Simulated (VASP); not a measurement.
# Zr (Fm-3m) in VASP: further runs

The runs below take Zr through single point, with LDA.

Program: VASP 6.6.1. These are calculated values, not measurements. Logs are shortened: lines on timing, memory, paths and dates and some standing lists are left out, and cuts for length are marked.

### Step 1. The cell of the first run

The structure is cubic, space group Fm-3m (No. 225). Conventional cell: a = 4.418 Å, b = 4.418 Å, c = 4.418 Å, α = 90.00°, β = 90.00°, γ = 90.00°. Within 4.1 Å of Zr (site symmetry m-3m) lie 12 Zr at 3.12 Å.

### Step 2. Single point, LDA

INCAR reads:

```
SYSTEM = Zr
PREC = Accurate
ENCUT = 520
EDIFF = 1E-7
ISMEAR = -1
SIGMA = 0.1
LREAL = .False.
LASPH = .True.
NELM = 100
ALGO = Normal
ISIF = 2
LWAVE = .False.
LCHARG = .True.
GGA = CA
LELF = .True.
LVHAR = .True.
NBANDS = 12
```

KPOINTS reads:

```
Automatic mesh
0
Gamma
  12 12 12
  0 0 0
```

POSCAR reads:

```
Zr
1.0
    0.0000000000      2.2090893081      2.2090893081
    2.2090893081      0.0000000000      2.2090893081
    2.2090893081      2.2090893081      0.0000000000
Zr
1
Direct
    0.0000000000      0.0000000000      0.0000000000
```

Potentials or basis: VASP PAW LDA potentials, release 64 (Zr_sv).

Started as:

```bash
$ cat potpaw_LDA.64/Zr_sv/POTCAR > POTCAR
$ mpirun -np 1 vasp_std > vasp.out
```

OUTCAR:

```text
SYSTEM = Zr
   PREC = Accurate
   ENCUT = 520
   EDIFF = 1E-7
   ISMEAR = -1
   LREAL = .False.
   LASPH = .True.
   NELM = 100
   ISIF = 2
   GGA = CA

 ion  position               nearest neighbor table
   1  0.000  0.000  0.000-

  LATTYP: Found a face centered cubic cell.
 ALAT       =     4.4181786162

  Lattice vectors:

 A1 = (   0.0000000000,   2.2090893081,   2.2090893081)
 A2 = (   2.2090893081,   0.0000000000,   2.2090893081)
 A3 = (   2.2090893081,   2.2090893081,   0.0000000000)

Analysis of symmetry for initial positions (statically):
=====================================================================
 Subroutine PRICEL returns:
 Original cell was already a primitive cell.

 Routine SETGRP: Setting up the symmetry group for a
 face centered cubic supercell.

 Subroutine GETGRP returns: Found 48 space group operations
 (whereof 48 operations were pure point group operations)
 out of a pool of 48 trial point group operations.

The static configuration has the point symmetry O_h .

Analysis of symmetry for dynamics (positions and initial velocities):
=====================================================================
 Subroutine PRICEL returns:
 Original cell was already a primitive cell.

 Routine SETGRP: Setting up the symmetry group for a
 face centered cubic supercell.

 Subroutine GETGRP returns: Found 48 space group operations
 (whereof 48 operations were pure point group operations)
 out of a pool of 48 trial point group operations.

The dynamic configuration has the point symmetry O_h .

 Subroutine INISYM returns: Found 48 space group operations
 (whereof 48 operations are pure point group operations),
 and found     1 'primitive' translations

----------------------------------------------------------------------------------------

                                     Primitive cell

  volume of cell :      21.5610

  direct lattice vectors                    reciprocal lattice vectors
     0.000000000  2.209089308  2.209089308    -0.226337613  0.226337613  0.226337613
     2.209089308  0.000000000  2.209089308     0.226337613 -0.226337613  0.226337613
     2.209089308  2.209089308  0.000000000     0.226337613  0.226337613 -0.226337613

  length of vectors
     3.124124060  3.124124060  3.124124060     0.392028245  0.392028245  0.392028245

  position of ions in fractional coordinates (direct lattice)
     0.000000000  0.000000000  0.000000000

  ion indices of the primitive-cell ions
   primitive index   ion index
                 1           1

----------------------------------------------------------------------------------------

 KPOINTS: Automatic mesh

Automatic generation of k-mesh.
 Grid dimensions read from file:
 generate k-points for:   12   12   12

 Generating k-lattice:

  Cartesian coordinates                     Fractional coordinates (reciprocal lattice)
    -0.018861468  0.018861468  0.018861468     0.083333333  0.000000000  0.000000000
     0.018861468 -0.018861468  0.018861468     0.000000000  0.083333333  0.000000000
     0.018861468  0.018861468 -0.018861468     0.000000000  0.000000000  0.083333333

  Length of vectors
     0.032669020  0.032669020  0.032669020

  Shift w.r.t. Gamma in fractional coordinates (k-lattice)
     0.000000000  0.000000000  0.000000000

 Subroutine IBZKPT returns following result:
 ===========================================

 Found     72 irreducible k-points:

 Following reciprocal coordinates:
            Coordinates               Weight
  0.000000  0.000000  0.000000      1.000000
  0.083333  0.000000  0.000000      8.000000
  0.166667  0.000000  0.000000      8.000000
  0.250000  0.000000  0.000000      8.000000
  0.333333  0.000000  0.000000      8.000000
  0.416667  0.000000  0.000000      8.000000
[... 16 lines left out ...]
  0.500000  0.166667  0.000000     24.000000
 -0.416667  0.166667  0.000000     24.000000
 [... further k-points ...]
   k-points           NKPTS =     72   k-points in BZ     NKDIM =     72   number of bands    NBANDS=     12
   number of dos      NEDOS =    301   number of ions     NIONS =      1
   total plane-waves  NPLWV =  13824
   dimension x,y,z NGX =    24 NGY =   24 NGZ =   24
   dimension x,y,z NGXF=    48 NGYF=   48 NGZF=   48
   ions per type =               1
   NGX,Y,Z   is equivalent  to a cutoff of  12.77, 12.77, 12.77 a.u.
   NGXF,Y,Z  is equivalent  to a cutoff of  25.54, 25.54, 25.54 a.u.
 SYSTEM =  Zr
   PREC   = accura    normal or accurate (medium, high low for compatibility)
   ISTART =      0    job   : 0-new  1-cont  2-samecut
   ICHARG =      2    charge: 1-file 2-atom 10-const
   ISPIN  =      1    spin polarized calculation?
   LNONCOLLINEAR =      F non collinear calculations
   LSORBIT =      F    spin-orbit coupling
   LASPH  =      T    aspherical Exc in radial PAW
   ENCUT  =  520.0 eV  38.22 Ry    6.18 a.u.   5.81  5.81  5.81*2*pi/ulx,y,z
   NELM   =    100;   NELMIN=  2; NELMDL= -5     # of ELM steps
   EDIFF  = 0.1E-06   stopping-criterion for ELM
   LREAL  =      F    real-space projection
   EDIFFG = 0.1E-05   stopping-criterion for IOM
   NSW    =      0    number of steps for IOM
   IBRION =     -1    ionic relax: 0-MD 1-quasi-New 2-CG
   NFREE  =      0    steps in history (QN), initial steepest desc. (CG)
   ISIF   =      2    stress and relaxation
   ISYM   =      2    0-nonsym 1-usesym 2-fastsym
   POTIM  = 0.5000    time-step for ionic-motion
   TEBEG  =    0.0;   TEEND  =   0.0 temperature during run
   PSTRESS=    0.0 pullay stress
   NELECT =      12.0000    total number of electrons
   NUPDOWN=      -1.0000    fix difference up-down
   EMIN   =  10.00;   EMAX   =-10.00  energy-range for DOS
   EFERMI =   0.00;   METHOD = LEGACY
   ISMEAR =    -1;   SIGMA  =   0.10  broadening in eV -4-tet -1-fermi 0-gaus
   EFERMI_NEDOS =   21; number of points for ismear=-14 and -15
   IALGO  =     38    algorithm
   IMIX   =      4    mixing-type and parameters
     AMIX     =   0.40;   BMIX     =  1.00
     AMIX_MAG =   1.60;   BMIX_MAG =  1.00
  volume/ion in A,a.u.               =      21.56       145.50
  Fermi-wavevector in a.u.,A,eV,Ry     =   1.346621  2.544744 24.672635  1.813387
  Thomas-Fermi vector in A             =   2.474438
   LORBIT       =      0    0 simple, 1 ext, 2 COOP (PROOUT), +10 PAW based schemes
   GGA     = CA    functional components
   LHFCALC =     F    Hartree Fock is set to
   AEXX    =    0.0000 exact exchange contribution
   IVDW    =     0    specifies the selected vdW correction
   LEPSILON=     F    determine dielectric tensor
   LRPA    =     F    only Hartree local field effects (RPA)
 non-spin polarized calculation
  energy-cutoff  :      520.00
  volume of cell :       21.56
 maximum number of plane-waves:       604
   NGX = 11   NGY = 11   NGZ = 11

 number of electron      12.0000000 magnetization

 Free energy of the ion-electron system (eV)
  ---------------------------------------------------
  ext. energy  EPLUGINS =         0.00000000
  ---------------------------------------------------
  free energy    TOTEN  =        -9.29347950 eV

  energy without entropy =       -9.25442961  energy(sigma->0) =       -9.27395455

 E-fermi :   9.5661     XC(G=0): -11.6477

 val. band max:        9.5604350479   @ k =  -0.1667   0.0833   0.0000
 cond. band min:       9.5673078627   @ k =   0.2500   0.0000   0.0000
 fundamental gap:      0.0068728149
 Fermi energy:         9.5661182454

 k-point     1 :       0.0000    0.0000    0.0000
  band No.  band energies     occupation
      1     -38.7313      2.00000
      2     -16.2583      2.00000
      3     -16.2583      2.00000
      4     -16.2583      2.00000
      5       3.9252      2.00000
      6      10.5337      0.00013
      7      10.5337      0.00013
      8      10.5337      0.00013
      9      13.1827      0.00000
     10      13.1827      0.00000
     11      20.2773      0.00000
     12      24.6904      0.00000

 k-point     2 :       0.0833    0.0000    0.0000
  band No.  band energies     occupation
      1     -38.7184      2.00000
      2     -16.3483      2.00000
      3     -16.2692      2.00000
      4     -16.2692      2.00000
      5       4.1689      2.00000
      6      10.3158      0.00111
      7      10.6465      0.00004
      8      10.6465      0.00004
      9      13.0676      0.00000
     10      13.0676      0.00000
     11      20.7947      0.00000
     12      23.7971      0.00000

 k-point     3 :       0.1667    0.0000    0.0000
  band No.  band energies     occupation
      1     -38.6827      2.00000
      2     -16.5888      2.00000
      3     -16.2987      2.00000
      4     -16.2987      2.00000
      5       4.8296      2.00000
      6       9.8579      0.10258
      7      10.8706      0.00000
      8      10.8706      0.00000
      9      12.9183      0.00000
     10      12.9183      0.00000
     11      21.6647      0.00000
     12      22.8474      0.00000
[... 286 lines left out ...]
 k-point    23 :       0.5000    0.1667    0.0000
  band No.  band energies     occupation
      1     -38.5174      2.00000
      2     -17.3785      2.00000
      3     -16.6091      2.00000
      4     -16.4889      2.00000
      5       7.1441      2.00000
      6       9.1047      1.98037
      7      10.2913      0.00142
      8      11.1543      0.00000
      9      15.2763      0.00000
     10      15.9116      0.00000
     11      19.5777      0.00000
     12      22.0910      0.00000

 k-point    24 :      -0.4167    0.1667    0.0000
  band No.  band energies     occupation
      1     -38.5141      2.00000
      2     -17.3894      2.00000
      3     -16.6506      2.00000
      4     -16.4629      2.00000
      5       7.2219      2.00000
      6       9.1799      1.95881
      7      10.4075      0.00044
      8      11.0426      0.00000
      9      14.6731      0.00000
     10      16.5318      0.00000
     11      19.5228      0.00000
     12      22.0682      0.00000

 [... further k-points ...]

------------------------ aborting loop because EDIFF is reached ----------------------------------------

  FORCE on cell =-STRESS in cart. coord.  units (eV):
  Direction    XX          YY          ZZ          XY          YZ          ZX
  --------------------------------------------------------------------------------------
  -------------------------------------------------------------------------------------
  Total        0.0082385      0.0082385      0.0082385      0.0000000     -0.0000000      0.0000000
  in kB        0.6121932      0.6121932      0.6121932      0.0000000     -0.0000000      0.0000000
  external PRESSURE =       0.6121932 kB  Pullay stress =       0.0000000 kB

 VOLUME and BASIS-vectors are now :
 -----------------------------------------------------------------------------
  energy-cutoff  :      520.00
  volume of cell :       21.56
      direct lattice vectors                 reciprocal lattice vectors
     0.000000000  2.209089308  2.209089308    -0.226337613  0.226337613  0.226337613
     2.209089308  0.000000000  2.209089308     0.226337613 -0.226337613  0.226337613
     2.209089308  2.209089308  0.000000000     0.226337613  0.226337613 -0.226337613

 POSITION                                       TOTAL-FORCE (eV/Angst)
 -----------------------------------------------------------------------------------
      0.00000      0.00000      0.00000         0.000000      0.000000      0.000000
 -----------------------------------------------------------------------------------
    total drift:                               -0.000000     -0.000000     -0.000000

  FREE ENERGIE OF THE ION-ELECTRON SYSTEM (eV)
  ---------------------------------------------------
  free  energy   TOTEN  =        -9.2934794991 eV

  energy  without entropy=       -9.2544296084  energy(sigma->0) =       -9.27395455
```

It took 8.1 s on 1 thread of AMD EPYC 9R45 (Zen 5), shared host; peak memory 0.11 GiB.

Results:

| Item | Value |
| --- | --- |
| Free energy | -9.2935 eV |
| Pressure | 0.1 GPa |
| Band gap on the k mesh | zero (band 6 reaches 10.53 eV, above the bottom of band 7 at 9.18 eV) |

### Step 3. Single point, LDA (volume scaled by 0.88)

INCAR reads:

```
SYSTEM = Zr
PREC = Accurate ; ENCUT = 520
EDIFF = 1E-6 ; ISMEAR = -1
SIGMA = 0.1 ; LREAL = .False.
LASPH = .True. ; NELM = 60
ALGO = Normal ; ISIF = 2
LWAVE = .False. ; LCHARG = .False.
NBANDS = 12
```

KPOINTS reads:

```
regular mesh
0
Gamma
  14 14 14
  0 0 0
```

POSCAR reads:

```
Zr
1.0
    0.0000000000      2.1169348754      2.1169348754
    2.1169348754      0.0000000000      2.1169348754
    2.1169348754      2.1169348754      0.0000000000
Zr
1
Direct
    0.0000000000      0.0000000000      0.0000000000
```

Potentials or basis: VASP PAW LDA potentials, release 64 (Zr_sv).

Started as:

```bash
$ cat potpaw_LDA.64/Zr_sv/POTCAR > POTCAR
$ mpirun -np 1 vasp_std > vasp.out
```

Run time: 11 s. Hardware: 1 thread of AMD EPYC 9R45 (Zen 5), shared host; peak memory 0.11 GiB.

It converged, with:

* Free energy: -9.1650 eV
* Pressure: 16.2 GPa
* Band gap on the k mesh: zero (band 6 reaches 12.13 eV, above the bottom of band 7 at 10.45 eV)

Levels at points of the mesh, in eV from the Fermi level:
```csv
k point,band 3,band 4,band 5,band 6,band 7,band 8,band 9,band 10
"(0.00, 0.00, 0.00)",-25.41,-25.41,-5.77,0.95,0.95,0.95,4.07,4.07
"(0.50, 0.00, 0.00)",-25.64,-25.64,-3.50,0.68,0.68,2.14,6.46,6.46
"(0.50, 0.50, 0.00)",-26.05,-26.05,-3.90,-3.02,4.45,6.46,7.17,7.17
```

### Step 4. Single point, LDA (volume scaled by 0.92)

INCAR reads:

```
SYSTEM = Zr
PREC     = Accurate       ! precision mode
ENCUT    = 520            ! plane-wave cutoff, eV
EDIFF    = 1E-6           ! SCF threshold, eV
ISMEAR   = -1             ! smearing method
SIGMA    = 0.1            ! smearing width, eV
LREAL    = .FALSE.        ! projectors in reciprocal space
LASPH    = .TRUE.         ! aspherical terms in the spheres
NELM     = 80             ! most SCF steps
ALGO     = Normal         ! electronic algorithm
ISIF     = 2              ! what is computed and relaxed
LWAVE    = .FALSE.        ! write WAVECAR
LCHARG   = .TRUE.         ! write CHGCAR
LELF     = .TRUE.         ! ELF
LVHAR    = .TRUE.       
NBANDS   = 12             ! bands
```

KPOINTS reads:

```
regular mesh
0
G
  14 14 14
  0 0 0
```

POSCAR reads:

```
Zr
1.0
    0.0000000000      2.1485355772      2.1485355772
    2.1485355772      0.0000000000      2.1485355772
    2.1485355772      2.1485355772      0.0000000000
Zr
1
Direct
    0.0000000000      0.0000000000      0.0000000000
```

Started as:

```bash
$ cat potpaw_LDA.64/Zr_sv/POTCAR > POTCAR
$ mpirun -np 1 vasp_std > vasp.out
```

Wall time 11 s (1 thread of AMD EPYC 9R45 (Zen 5), shared host); peak memory 0.11 GiB.

It converged, with:

```
Free energy            : -9.2355 eV
Pressure               : 10.0 GPa
Band gap on the k mesh : zero (band 6 reaches 11.56 eV, above the bottom of band 7 at 9.87 eV)
```

Levels at points of the mesh, in eV from the Fermi level:
```csv
k point,band 4,band 5,band 6,band 7,band 8,band 9
"(0.00, 0.00, 0.00)",-25.56,-5.74,0.96,0.96,0.96,3.91
"(0.50, 0.00, 0.00)",-25.76,-3.37,0.71,0.71,1.89,6.16
"(0.50, 0.50, 0.00)",-26.12,-3.68,-2.82,4.09,6.16,6.83
```

### Step 5. Single point, LDA (volume scaled by 0.96)

INCAR reads:

```
  ALGO = Normal
  EDIFF = 1E-7
  ENCUT = 520
  ISIF = 2
  ISMEAR = -1
  LASPH = T
  LCHARG = F
  LREAL = F
  LWAVE = F
  NBANDS = 12
  NELM = 100
  PREC = Accurate
  SIGMA = 0.1
```

KPOINTS reads:

```
k-points
0
Gamma
  14 14 14
```

POSCAR reads:

```
Zr
1.0
    0.0000000000      2.1792330899      2.1792330899
    2.1792330899      0.0000000000      2.1792330899
    2.1792330899      2.1792330899      0.0000000000
Zr
1
Direct
    0.0000000000      0.0000000000      0.0000000000
```

Started as:

```bash
$ cat potpaw_LDA.64/Zr_sv/POTCAR > POTCAR
$ mpirun -np 1 vasp_std > vasp.out
```

It took 10 s on 1 thread of AMD EPYC 9R45 (Zen 5), shared host; peak memory 0.11 GiB.

Results (log left out):

- Free energy: -9.2752 eV
- Pressure: 4.7 GPa
- Band gap on the k mesh: zero (band 6 reaches 11.03 eV, above the bottom of band 7 at 9.35 eV)

Levels at points of the mesh, in eV from the Fermi level:
```csv
k point,band 2,band 3,band 4,band 5,band 6,band 7,band 8,band 9,band 10,band 11
"(0.00, 0.00, 0.00)",-25.70,-25.70,-25.70,-5.70,0.96,0.96,0.96,3.76,3.76,10.78
"(0.50, 0.00, 0.00)",-27.11,-25.87,-25.87,-3.25,0.73,0.73,1.68,5.88,5.88,10.58
"(0.50, 0.50, 0.00)",-27.01,-26.19,-26.19,-3.48,-2.63,3.78,5.88,6.51,6.51,10.73
```

### Step 6. Single point, LDA

INCAR reads:

```
PREC = Accurate
ENCUT = 520
EDIFF = 1E-6
ISMEAR = -1
SIGMA = 0.1
LREAL = False
LASPH = True
NELM = 80
ALGO = Normal
ISIF = 2
LWAVE = False
LCHARG = False
GGA = CA
NBANDS = 12
```

KPOINTS reads:

```
Automatic mesh
0
Gamma
  14 14 14
```

POSCAR reads:

```
Zr
1.0
    0.0000000000      2.2090893081      2.2090893081
    2.2090893081      0.0000000000      2.2090893081
    2.2090893081      2.2090893081      0.0000000000
Zr
1
Direct
    0.0000000000      0.0000000000      0.0000000000
```

Potentials or basis: VASP PAW LDA potentials, release 64 (Zr_sv).

Started as:

```bash
$ cat potpaw_LDA.64/Zr_sv/POTCAR > POTCAR
$ mpirun -np 1 vasp_std > vasp.out
```

It took 9.7 s on 1 thread of AMD EPYC 9R45 (Zen 5), shared host; peak memory 0.11 GiB.

Results (log left out):

* Free energy: -9.2888 eV
* Pressure: 0.3 GPa
* Band gap on the k mesh: zero (band 6 reaches 10.53 eV, above the bottom of band 7 at 8.88 eV)

Levels at points of the mesh, in eV from the Fermi level:
```csv
k point,band 3,band 4,band 5,band 6,band 7,band 8,band 9,band 10
"(0.00, 0.00, 0.00)",-25.83,-25.83,-5.64,0.96,0.96,0.96,3.61,3.61
"(0.50, 0.00, 0.00)",-25.99,-25.99,-3.14,0.75,0.75,1.49,5.63,5.63
"(0.50, 0.50, 0.00)",-26.27,-26.27,-3.29,-2.47,3.51,5.62,6.21,6.21
```

### Step 7. The runs side by side

```tsv
cell	k mesh	gap on the mesh (eV)	pressure (GPa)
a = 3.124 Å, angles 60.0°, 1 atom	12 × 12 × 12	none	0.1
a = 2.994 Å, angles 60.0°, 1 atom	14 × 14 × 14	none	16.2
a = 3.038 Å, angles 60.0°, 1 atom	14 × 14 × 14	none	10.0
a = 3.082 Å, angles 60.0°, 1 atom	14 × 14 × 14	none	4.7
a = 3.124 Å, angles 60.0°, 1 atom	14 × 14 × 14	none	0.3
```

Alike in all rows: task single point; level LDA; potentials or basis VASP PAW LDA potentials, release 64 (Zr_sv); no spin polarisation; cutoff (eV) 520; smearing fermi-dirac 0.1 eV.

Total energies depend on the potentials used, so only differences within one code and one set of settings carry meaning.
